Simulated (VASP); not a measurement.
Here is a VASP 6.6.1 calculation.

INCAR

```
ALGO = Normal
EDIFF = 1E-6
ENCUT = 520
GGA = PE
ISIF = 2
ISMEAR = 0
IVDW = 12
LASPH = True
LCHARG = True
LELF = True
LREAL = Auto
LVHAR = True
LWAVE = False
NBANDS = 74
NELM = 80
PREC = Accurate
SIGMA = 0.02
```

The input KPOINTS:

```
k-points
0
Gamma
  4 4 4
```

File POSCAR:

```
MgH14C2S2N2O10
1.0
    6.6457031103     -0.1394235810     -0.1009378626
    1.1119848274      6.9136364817     -0.0625634849
    2.0092880860      1.4178180125      6.7524514341
Mg H C S N O
1 14 2 2 2 10
Direct
   -0.0802984476      0.5596157497      0.0065276987
    0.7368034739      0.1270468095      0.1360182362
    0.2685172150      0.8742999912      0.8669684423
    0.5754206668      0.9449260130      0.1917266180
    0.4339241431      0.0510909732      0.8105049177
    0.7961384318      0.9114002754      0.2826349952
    0.2118993015      0.0920323752      0.7191641824
    0.4221891568      0.1928088409      0.3788222596
    0.5724859768      0.7987714563      0.6210482037
    0.6471461996      0.1575746226      0.4769101129
    0.3437048276      0.8444115071      0.5285643668
    0.9471239891      0.7507589235      0.6267850689
    0.8394300064      0.8988337262      0.7756003832
    0.5582748156      0.5422365836      0.2887582823
    0.7448964658      0.5180343750      0.3957406970
    0.5455846894      0.0841571871      0.4225891343
    0.4524066691      0.9127508316      0.5793054211
    0.2031480590      0.7147851073      0.2419498348
    0.8255975270      0.2757421488      0.7498827470
    0.6726471714      0.0115064044      0.2462962329
    0.3339753807      0.9883217273      0.7564947451
    0.9101150403      0.7633948676      0.7672751491
    0.7153381637      0.5464631024      0.2630806989
    0.3159016219      0.5407783562      0.3420170370
    0.7028561918      0.4450274951      0.6570900198
    1.0009687979      0.7684749635      0.3774183171
    0.0271582313      0.2277934182      0.6167770966
    0.3329855689      0.8845230948      0.1649361248
    0.7012460696      0.0973277754      0.8230757090
    0.1515429672      0.6646382820      0.0638830162
    0.8690224923      0.3185952898      0.9362298370
```

Potentials or basis: VASP PAW PBE potentials, release 64 (Mg, H, C, S, N, O).

Command:

```bash
$ cat potpaw_PBE.64/Mg/POTCAR potpaw_PBE.64/H/POTCAR potpaw_PBE.64/C/POTCAR potpaw_PBE.64/S/POTCAR potpaw_PBE.64/N/POTCAR potpaw_PBE.64/O/POTCAR > POTCAR
$ mpirun -np 1 vasp_std > vasp.out
```

Q: Predict the band gap on the k mesh.

A: 5.03 eV (least direct gap 5.12 eV).

Q: What does it give for the dispersion energy per atom?

A: -0.072 eV.

Forces on the atoms (eV/Å):
```
Mg  -0.010  0.005  0.013
H   -0.010 -0.021  0.019
H    0.003  0.009 -0.009
H    0.000  0.004 -0.001
H   -0.003 -0.009 -0.002
H   -0.004  0.004 -0.005
H    0.000 -0.004 -0.001
H   -0.015  0.012 -0.007
H    0.012 -0.011  0.005
H    0.002  0.003  0.001
H   -0.009 -0.006 -0.004
H   -0.005 -0.031 -0.042
H   -0.018  0.056  0.025
H   -0.060 -0.011 -0.002
H    0.033  0.006  0.061
C    0.000  0.033  0.011
C    0.011 -0.034 -0.010
S    0.043 -0.004  0.015
S    0.008  0.006 -0.024
N    0.030 -0.010 -0.051
N   -0.020  0.032  0.057
O    0.012 -0.046  0.044
O    0.041 -0.015 -0.088
O   -0.100  0.155 -0.082
O    0.116 -0.151  0.082
O    0.132 -0.074 -0.108
O   -0.149  0.067  0.120
O   -0.143 -0.146  0.056
O    0.108  0.137 -0.055
O    0.054  0.074  0.107
O   -0.057 -0.028 -0.122
```

Caveat: the cell differs from its parent crystal (atoms taken out, then relaxed in part). A k mesh can miss the band edges.
